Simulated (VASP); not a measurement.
A run of VASP 6.6.1 is set up as follows.

Contents of POSCAR:

```
Al3Cu2
1.0
    4.0919516368      0.0000000000      0.0000000000
   -2.0459758184      3.5437340685      0.0000000000
    0.0000000000      0.0000000000      4.9927787000
Al Cu
3 2
Direct
    0.0000000000      0.0000000000      0.0000000000
    0.3333333333      0.6666666667      0.3499253500
    0.6666666667      0.3333333333      0.6500746500
    0.3333333333      0.6666666667      0.8395121300
    0.6666666667      0.3333333333      0.1604878700
```

File INCAR.step1:

```
PREC     = Accurate       # precision mode
ENCUT    = 520            # plane-wave cutoff, eV
ISMEAR   = -5             # smearing method
SIGMA    = 0.1            # smearing width, eV
LREAL    = False          # projectors in reciprocal space
LASPH    = True           # aspherical terms in the spheres
NELM     = 80             # most SCF steps
NBANDS   = 24             # bands
GGA      = PE             # functional
ALGO     = Normal         # electronic algorithm
EDIFF    = 1E-4           # SCF threshold, eV
LWAVE    = True           # write WAVECAR
LCHARG   = False          # write CHGCAR
```

The input INCAR.step2:

```
PREC     = Accurate       # precision mode
ENCUT    = 520            # plane-wave cutoff, eV
EDIFF    = 1E-7           # SCF threshold, eV
ISMEAR   = -5             # smearing method
SIGMA    = 0.1            # smearing width, eV
LREAL    = False          # projectors in reciprocal space
LASPH    = True           # aspherical terms in the spheres
NELM     = 80             # most SCF steps
ALGO     = Normal         # electronic algorithm
ISIF     = 2              # what is computed and relaxed
LWAVE    = False          # write WAVECAR
LCHARG   = False          # write CHGCAR
METAGGA  = R2SCAN         # meta-GGA
LMIXTAU  = True         
NBANDS   = 24             # bands
ISTART   = 1
```

KPOINTS

```
regular mesh
0
Gamma
  12 12 8
```

Potentials or basis: VASP PAW PBE potentials, release 64 (Al, Cu).

Launch:

```sh
$ cat potpaw_PBE.64/Al/POTCAR potpaw_PBE.64/Cu/POTCAR > POTCAR
$ cp INCAR.step1 INCAR
$ mpirun -np 1 vasp_std > vasp.out
$ cp INCAR.step2 INCAR
$ mpirun -np 1 vasp_std > vasp.out
```

(1) Estimate the pressure.

(2) Predict the largest force.

(3) What does it give for the band gap on the k mesh?

Answers

(1) 0.3 GPa.

(2) 0.021 eV/Å.

(3) zero (an odd number of electrons rules out a gap without spin polarisation).

Caveat: the PAW data sets were made with another functional, which shifts forces and pressure a little; tetrahedron occupations give inexact forces and stress in metals.
